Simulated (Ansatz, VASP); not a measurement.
**Two plane-wave programs on NaBe**

Contents of INCAR:

```
PREC = Accurate
ENCUT = 600
EDIFF = 1E-7
ISMEAR = 0
SIGMA = 0.1
LREAL = False
LASPH = True
NELM = 100
ALGO = Normal
ISIF = 3
LWAVE = False
LCHARG = False
GGA = PE
IBRION = 2
NSW = 90
EDIFFG = -0.04
```

KPOINTS

```
Automatic mesh
0
Gamma
  6 6 6
```

POSCAR

```
NaBe
1.0
    2.8270964935      0.0000000000      0.0000000000
    0.0000000000      2.8270964935      0.0000000000
    0.0000000000      0.0000000000      3.7055157611
Na Be
1 1
Direct
    0.5000000000      0.5000000000      0.5000000000
    0.0000000000      0.0000000000      0.0000000000
```

Input for Ansatz:

```yaml
crystal:
  lattice:
    - [2.8270964935, 0.0, 0.0]
    - [0.0, 2.8270964935, 0.0]
    - [0.0, 0.0, 3.7055157611]
  atoms:
    - { symbol: Na, position: [0.5, 0.5, 0.5] }
    - { symbol: Be, position: [0.0, 0.0, 0.0] }
basis:
  ecutwfc: 420
kpoints:
  mp_grid: { grid: [6, 6, 6] }
hamiltonian:
  xc: pbe
scf:
  occupations: { method: gaussian, width: 0.1 }
  lower_state_search: "off"
output:
  forces: true
  stress: true
  eigenvalues: true
relax:
  adjacent_minimum: "off"
  f_tol: 0.04
  max_steps: 70
  cell: { stress_tol: 0.4 }
```

Alike in both runs: task relaxation of cell and atoms; functional PBE; k mesh 6 × 6 × 6; occupations gaussian, width 0.1 eV; no spin polarisation.

```csv
,VASP,Ansatz
version,VASP 6.6.1,Ansatz 0.2.0
potentials or method,"VASP PAW PBE potentials, release 64 (Na_pv, Be), cutoff 600 eV","scalar-relativistic, plane waves, PAW"
valence electrons in the cell,9,11
```

```tsv
	VASP	Ansatz	Ansatz less VASP
gap on the k mesh at the Fermi level, each at its own relaxed structure (eV)	none	none	-
relaxed volume (Å³/atom)	18.09	17.87	-0.222
relaxed length of the cell vector where the two differ most in proportion (Å)	2.760	2.738	-0.0219
```

A gap of «none» marks a metal or a gap that the smearing closes. VASP's potentials hold 9 valence electrons a cell and Ansatz's 11, so a difference there can come from the potentials and not from the codes.

The k mesh is coarse, so the values compare programs but aren't converged. Noted on VASP's run: the volume moved by over 15 % at a fixed basis, so the end points are rough.
